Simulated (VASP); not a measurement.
Here is a VASP 6.6.1 calculation.

The input INCAR:

```
PREC = Accurate
ENCUT = 520
EDIFF = 1E-7
ISMEAR = 0
SIGMA = 0.1
LREAL = False
LASPH = True
NELM = 80
ALGO = Fast
ISIF = 2
LWAVE = False
LCHARG = False
GGA = PS
NBANDS = 69
```

File KPOINTS:

```
regular mesh
0
Gamma
  10 6 6
```

Contents of POSCAR:

```
Ge2Pt3
1.0
    3.4778665660      0.0000000000     -0.0008601869
    0.0000000000      7.5836286461      0.0000000000
   -1.7308919975      0.0000000000      6.0609789340
Ge Pt
4 6
Direct
    0.5000000000      0.0000000000      0.0000000000
    0.5000000000      0.5000000000      0.0000000000
    0.7561534435      0.2500000000      0.5126492561
    0.2438465565      0.7500000000      0.4873507439
    0.9655663979      0.2500000000      0.9324040957
    0.0344336021      0.7500000000      0.0675959043
    0.1606670283      0.0583610302      0.3209079092
    0.8393329717      0.9416389698      0.6790920908
    0.8393329717      0.5583610302      0.6790920908
    0.1606670283      0.4416389698      0.3209079092
```

Potentials or basis: VASP PAW PBE potentials, release 64 (Ge_d, Pt).

Command:

```console
$ cat potpaw_PBE.64/Ge_d/POTCAR potpaw_PBE.64/Pt/POTCAR > POTCAR
$ mpirun -np 1 vasp_std > vasp.out
```

Predict the band gap on the k mesh.

zero (bands 58 and 59 overlap by 1.81 eV).

Predict the largest force.

0.006 eV/Å.

Predict the pressure.

0.0 GPa.

Forces on the atoms (eV/Å):
```
Ge   0.000  0.000  0.000
Ge   0.000  0.000  0.000
Ge   0.000  0.000  0.000
Ge   0.000  0.000  0.000
Pt   0.004  0.000  0.004
Pt  -0.004  0.000 -0.004
Pt  -0.001  0.001 -0.006
Pt   0.001 -0.001  0.006
Pt   0.001  0.001  0.006
Pt  -0.001 -0.001 -0.006
```

Caveat: the PAW data sets were made with another functional, which shifts forces and pressure a little; spin-orbit coupling is left out, which moves the levels of the heavy elements.
